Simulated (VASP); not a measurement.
A run of VASP 6.6.1 is set up as follows.

File INCAR:

```
SYSTEM = TaTe
  PREC = Accurate
  ENCUT = 520
  EDIFF = 1E-6
  ISMEAR = -1
  SIGMA = 0.05
  LREAL = .False.
  LASPH = .True.
  NELM = 150
  ALGO = Normal
  ISIF = 2
  LWAVE = .False.
  LCHARG = .True.
  LMAXMIX = 4
  LDAU = .True.
  LDAUTYPE = 2
  LDAUL = 2 -1
  LDAUU = 1 0
  LDAUJ = 0 0
  LDAUPRINT = 1
  GGA = PE
  LELF = .True.
  LVHAR = .True.
  NBANDS = 16
```

KPOINTS

```
regular mesh
0
Gamma
  8 8 8
  0 0 0
```

File POSCAR:

```
TaTe
1.0
    3.4200900000      0.0000000000      0.0000000000
    0.0000000000      3.4200900000      0.0000000000
    0.0000000000      0.0000000000      3.4200900000
Ta Te
1 1
Direct
    0.5000000000      0.5000000000      0.5000000000
    0.0000000000      0.0000000000      0.0000000000
```

Potentials or basis: VASP PAW PBE potentials, release 64 (Ta_pv, Te).

Launch:

```sh
$ cat potpaw_PBE.64/Ta_pv/POTCAR potpaw_PBE.64/Te/POTCAR > POTCAR
$ mpirun -np 1 vasp_std > vasp.out
```

(1) What does it give for the pressure?

Results:

(1) 1.5 GPa.

Caveat: U without spin polarisation on a metal has little footing; the U is typed as a test and isn't derived for this compound.
